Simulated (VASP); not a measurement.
# Ir (Fd-3m) in VASP: notebook, part 2 of 2

VASP 6.6.1. The steps go on from the part before.

## 5. Single point, PBE

This run uses another cell than the first one, of 21.59 Å³/atom, 1.221 times its volume.

INCAR reads:

```
SYSTEM = Ir
ALGO = Normal
EDIFF = 1E-6
ENCUT = 520
GGA = PE
ISIF = 2
ISMEAR = -1
LASPH = .True.
LCHARG = .False.
LREAL = .False.
LWAVE = .False.
NBANDS = 16
NELM = 80
PREC = Accurate
SIGMA = 0.05
```

KPOINTS reads:

```
k-points
0
Gamma
  7 7 7
  0 0 0
```

POSCAR reads:

```
Ir
1.0
    0.0000000000      2.7844498130      2.7844498130
    2.7844498130      0.0000000000      2.7844498130
    2.7844498130      2.7844498130      0.0000000000
Ir
2
Direct
    0.0000000000      0.0000000000      0.0000000000
    0.2500000000      0.2500000000      0.2500000000
```

Potentials or basis: VASP PAW PBE potentials, release 64 (Ir).

Started as:

```
> cat potpaw_PBE.64/Ir/POTCAR > POTCAR
> mpirun -np 1 vasp_std > vasp.out
```

OUTCAR:

```text
SYSTEM = Ir
   EDIFF = 1E-6
   ENCUT = 520
   GGA = PE
   ISIF = 2
   ISMEAR = -1
   LASPH = .True.
   LREAL = .False.
   NELM = 80
   PREC = Accurate

 ion  position               nearest neighbor table
   1  0.000  0.000  0.000-   2 2.41   2 2.41   2 2.41   2 2.41
   2  0.250  0.250  0.250-   1 2.41   1 2.41   1 2.41   1 2.41

  LATTYP: Found a face centered cubic cell.
 ALAT       =     5.5688996260

  Lattice vectors:

 A1 = (   0.0000000000,   2.7844498130,   2.7844498130)
 A2 = (   2.7844498130,   0.0000000000,   2.7844498130)
 A3 = (   2.7844498130,   2.7844498130,   0.0000000000)

Analysis of symmetry for initial positions (statically):
=====================================================================
 Subroutine PRICEL returns:
 Original cell was already a primitive cell.

 Routine SETGRP: Setting up the symmetry group for a
 face centered cubic supercell.

 Subroutine GETGRP returns: Found 48 space group operations
 (whereof 24 operations were pure point group operations)
 out of a pool of 48 trial point group operations.

The static configuration has the point symmetry T_d .
[... 157 lines left out ...]

 E-fermi :   5.2039     XC(G=0): -11.1559

 val. band max:        5.1313682835   @ k =   0.4286   0.2857   0.0000
 cond. band min:       5.2077795112   @ k =   0.4286   0.1429   0.0000
 fundamental gap:      0.0764112277
 Fermi energy:         5.2038504146

 k-point     1 :       0.0000    0.0000    0.0000
  band No.  band energies     occupation
      1      -2.7819      2.00000
      2       0.1607      2.00000
      3       0.1607      2.00000
      4       0.5466      2.00000
      5       0.5466      2.00000
      6       0.5466      2.00000
[... 357 lines left out ...]
      3       0.4072      2.00000
      4       0.4448      2.00000
      5       1.4649      2.00000
      6       2.2469      2.00000
[... 8 lines left out ...]
     15      16.9849      0.00000
     16      19.4811      0.00000

------------------------ aborting loop because EDIFF is reached ----------------------------------------

  FORCE on cell =-STRESS in cart. coord.  units (eV):
  Direction    XX          YY          ZZ          XY          YZ          ZX
  --------------------------------------------------------------------------------------
  -------------------------------------------------------------------------------------
  Total       -0.0979392     -0.0979392     -0.0979392      0.0000000     -0.0000000      0.0000000
  in kB       -3.6342842     -3.6342842     -3.6342842      0.0000000     -0.0000000      0.0000000
  external PRESSURE =      -3.6342842 kB  Pullay stress =       0.0000000 kB

 VOLUME and BASIS-vectors are now :
 -----------------------------------------------------------------------------
  energy-cutoff  :      520.00
  volume of cell :       43.18
      direct lattice vectors                 reciprocal lattice vectors
     0.000000000  2.784449813  2.784449813    -0.179568688  0.179568688  0.179568688
     2.784449813  0.000000000  2.784449813     0.179568688 -0.179568688  0.179568688
     2.784449813  2.784449813  0.000000000     0.179568688  0.179568688 -0.179568688

 POSITION                                       TOTAL-FORCE (eV/Angst)
 -----------------------------------------------------------------------------------
      0.00000      0.00000      0.00000         0.000000      0.000000     -0.000000
      1.39222      1.39222      1.39222        -0.000000     -0.000000      0.000000
 -----------------------------------------------------------------------------------
    total drift:                                0.000000     -0.000000      0.000000

  FREE ENERGIE OF THE ION-ELECTRON SYSTEM (eV)
  ---------------------------------------------------
  free  energy   TOTEN  =       -15.7244166744 eV

  energy  without entropy=      -15.7084182531  energy(sigma->0) =      -15.71641746
```

OSZICAR:

```text
N       E                     dE             d eps       ncg     rms          rms(c)
DAV:   1     0.142636135728E+03    0.14264E+03   -0.79736E+03   640   0.105E+03
DAV:   2    -0.118195330466E+02   -0.15446E+03   -0.13544E+03   640   0.285E+02
DAV:   3    -0.166353143784E+02   -0.48158E+01   -0.47467E+01   824   0.605E+01
DAV:   4    -0.166848990720E+02   -0.49585E-01   -0.49564E-01   728   0.567E+00
DAV:   5    -0.166860498580E+02   -0.11508E-02   -0.11508E-02   872   0.860E-01    0.142E+01
DAV:   6    -0.158329522895E+02    0.85310E+00   -0.16185E+00   872   0.144E+01    0.557E+00
DAV:   7    -0.157412153348E+02    0.91737E-01   -0.14952E-01   920   0.372E+00    0.217E+00
DAV:   8    -0.157245069682E+02    0.16708E-01   -0.13388E-02   768   0.772E-01    0.262E-01
DAV:   9    -0.157243792697E+02    0.12770E-03   -0.53713E-04   816   0.221E-01    0.375E-02
DAV:  10    -0.157244171592E+02   -0.37890E-04   -0.27055E-05   824   0.375E-02    0.631E-03
DAV:  11    -0.157244166744E+02    0.48482E-06   -0.13861E-06   672   0.103E-02
   1 F= -.15724417E+02 E0= -.15716417E+02  d E =-.159984E-01
```

Run time: 22 s. Hardware: 1 thread of Intel Xeon 8259CL, shared host; peak memory 0.17 GiB.

Results:

```yaml
Free_energy: -15.7244 eV
Pressure: -0.4 GPa
Band_gap_on_the_k_mesh: zero (band 9 reaches 6.06 eV, above the bottom of band 10 at 4.64 eV)
```

Caveat: spin-orbit coupling is left out, which moves the levels of the heavy elements.

## 6. Relaxation of cell and atoms, PBE

This run uses another cell than the first one, of 18.30 Å³/atom, 1.035 times its volume.

INCAR reads:

```
SYSTEM = Ir
PREC = Accurate ; ENCUT = 600
EDIFF = 1E-7 ; ISMEAR = -1
SIGMA = 0.05 ; LREAL = .FALSE.
LASPH = .TRUE. ; NELM = 60
ALGO = Normal ; ISIF = 3
LWAVE = .FALSE. ; LCHARG = .FALSE.
GGA = PE ; IBRION = 2
NSW = 80 ; EDIFFG = -0.02
```

KPOINTS reads:

```
Automatic mesh
0
G
  7 7 7
  0 0 0
```

POSCAR reads:

```
Ir
1.0
    0.0000000000      2.6350000000      2.6350000000
    2.6350000000      0.0000000000      2.6350000000
    2.6350000000      2.6350000000      0.0000000000
Ir
2
Direct
    0.0000000000      0.0000000000      0.0000000000
    0.2500000000      0.2500000000      0.2500000000
```

Potentials or basis: VASP PAW PBE potentials, release 64 (Ir).

Started as:

```
> cat potpaw_PBE.64/Ir/POTCAR > POTCAR
> mpirun -np 1 vasp_std > vasp.out
```

It took 99 s on 1 thread of Intel Xeon 8259CL, shared host; peak memory 0.18 GiB.

Results (log left out):

* Free energy: -15.7240 eV
* Relaxed volume: 21.55 Å³/atom
* Relaxed cell: a = 3.935 Å, b = 3.935 Å, c = 3.935 Å, α = 60.00°, β = 60.00°, γ = 60.00°
* Space group after relaxing (to 0.05 Å): Fd-3m (No. 227)
* Energy gained by relaxing: 384.0 meV/atom
* Ionic steps: 5
* Pressure after relaxing: 0.0 GPa
* Band gap on the k mesh: zero (band 9 reaches 6.09 eV, above the bottom of band 10 at 4.67 eV)

The path:
```csv
step,energy change (eV),largest force (eV/Å),pressure (GPa),volume (Å³)
1,0.0000,0.0000,44.02,36.59
2,2.7954,0.0000,-24.65,70.19
3,-0.7404,0.0000,-5.73,44.58
4,-0.7665,0.0000,-1.36,43.42
5,-0.7679,0.0000,0.03,43.09
```

Final structure:
```
Ir
1.0
     0.00000    2.78261    2.78261
     2.78261    0.00000    2.78261
     2.78261    2.78261    0.00000
Ir
2
Direct
  0.00000 0.00000 0.00000
  0.25000 0.25000 0.25000
```

Levels at points of the mesh, in eV from the Fermi level:
| k point | band 6 | band 7 | band 8 | band 9 | band 10 | band 11 | band 12 | band 13 |
| --- | --- | --- | --- | --- | --- | --- | --- | --- |
| (0.00, 0.00, 0.00) | -4.67 | -1.76 | -1.76 | -1.76 | 0.76 | 0.76 | 10.83 | 10.92 |

Caveat: the volume moved by over 15 % at a fixed basis, so the end points are rough; spin-orbit coupling is left out, which moves the levels of the heavy elements.

## 7. Summary

| task | cell | cutoff (eV) | gap on the mesh (eV) | pressure (GPa) |
| --- | --- | --- | --- | --- |
| single point | a = 3.684 Å, angles 60.0°, 2 atoms | 520 | none | 57.4 |
| single point | a = 3.746 Å, angles 60.0°, 2 atoms | 520 | none | 38.3 |
| single point | a = 3.825 Å, angles 60.0°, 2 atoms | 520 | none | 19.1 |
| single point | a = 3.938 Å, angles 60.0°, 2 atoms | 520 | none | -0.4 |
| relaxation of cell and atoms | relaxed from a = 3.726 Å, angles 60.0°, 2 atoms | 600 | none | 0.0 |

Alike in all rows: level PBE; potentials or basis VASP PAW PBE potentials, release 64 (Ir); no spin polarisation; k mesh 7 × 7 × 7; smearing fermi-dirac 0.05 eV.

Caveats: spin-orbit coupling is left out, which moves the levels of the heavy elements; the volume moved by over 15 % at a fixed basis, so the end points are rough (some runs).

Total energies depend on the potentials used, so only differences within one code and one set of settings carry meaning.
